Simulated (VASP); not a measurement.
The system is SiC (Moissanite 3C).

```
Si C
1.0
     0.00000    2.18987    2.18987
     2.18987    0.00000    2.18987
     2.18987    2.18987    0.00000
Si C
1 1
Direct
  0.00000 0.00000 0.00000
  0.25000 0.25000 0.25000
```

| Quantity | Value |
| --- | --- |
| Program | VASP 6.6.1 |
| Task | relaxation of cell and atoms |
| Functional | LDA |
| Potentials or basis | VASP PAW LDA potentials, release 64 (Si, C) |
| Cutoff | 600 eV |
| k mesh | 10 × 10 × 10 |
| Occupations | gaussian, width 0.02 eV |
| Spin | no spin polarisation |

At the start: pressure -7.3 GPa; volume 10.50 Å³/atom.

Q: How do energy, volume and symmetry change on relaxing?

A: Over 3 steps the energy falls by 8.2 meV/atom and the volume is 10.15 Å³/atom (-3.3 %); space group F-43m (No. 216, to 0.05 Å).

The path:
```csv
step,energy change (eV),largest force (eV/Å),pressure (GPa),volume (Å³)
1,0.0000,0.0000,-7.27,21.00
2,0.0026,0.0000,8.77,19.59
3,-0.0164,0.0000,-0.05,20.31
```

Final structure:
```
Si C
1.0
     0.00000    2.16537    2.16537
     2.16537    0.00000    2.16537
     2.16537    2.16537    0.00000
Si C
1 1
Direct
  0.00000 0.00000 0.00000
  0.25000 0.25000 0.25000
```
